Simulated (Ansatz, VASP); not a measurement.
Two plane-wave programs on GaP

INCAR

```
SYSTEM = GaP
PREC = Accurate
ENCUT = 520
EDIFF = 1E-6
ISMEAR = 1
SIGMA = 0.4
LREAL = .FALSE.
LASPH = .TRUE.
NELM = 80
ALGO = Normal
ISIF = 2
LWAVE = .FALSE.
LCHARG = .FALSE.
GGA = PE
NBANDS = 16
```

The input KPOINTS:

```
Automatic mesh
0
G
  10 10 10
  0 0 0
```

Contents of POSCAR:

```
GaP
1.0
    0.0000000000      2.7625868314      2.6520833581
    2.7625868314      0.0000000000      2.6520833581
    2.7625868314      2.7625868314      0.0000000000
Ga P
1 1
Direct
    0.0000000000      0.0000000000      0.0000000000
    0.7500000000      0.7500000000      0.7500000000
```

Input for Ansatz:

```yaml
crystal:
  lattice:
    - [0.0, 2.7625868314, 2.6520833581]
    - [2.7625868314, 0.0, 2.6520833581]
    - [2.7625868314, 2.7625868314, 0.0]
  atoms:
    - { symbol: Ga, position: [0.0, 0.0, 0.0] }
    - { symbol: P, position: [0.75, 0.75, 0.75] }
basis:
  ecutwfc: 420
kpoints:
  mp_grid: { grid: [10, 10, 10] }
hamiltonian:
  xc: pbe
scf:
  occupations: { method: methfessel_paxton, width: 0.4 }
output:
  forces: true
  stress: true
  eigenvalues: true
```

Alike in both runs: task single point; functional PBE; k mesh 10 × 10 × 10; occupations methfessel-paxton of order 1, width 0.4 eV; no spin polarisation.

```csv
,VASP,Ansatz
version,VASP 6.6.1,Ansatz 0.2.0
potentials or method,"VASP PAW PBE potentials, release 64 (Ga_d, P), cutoff 520 eV","scalar-relativistic, plane waves, PAW"
valence electrons in the cell,18,18
```

```csv
,VASP,Ansatz,Ansatz less VASP
gap on the k mesh at the Fermi level (eV),1.22,1.22,0.000
least direct gap on the mesh (eV),1.67,1.67,+0.001
pressure (GPa),2.4,2.5,+0.09
"traceless stress, the component that is largest in VASP (GPa)",1.83,1.85,+0.021
```
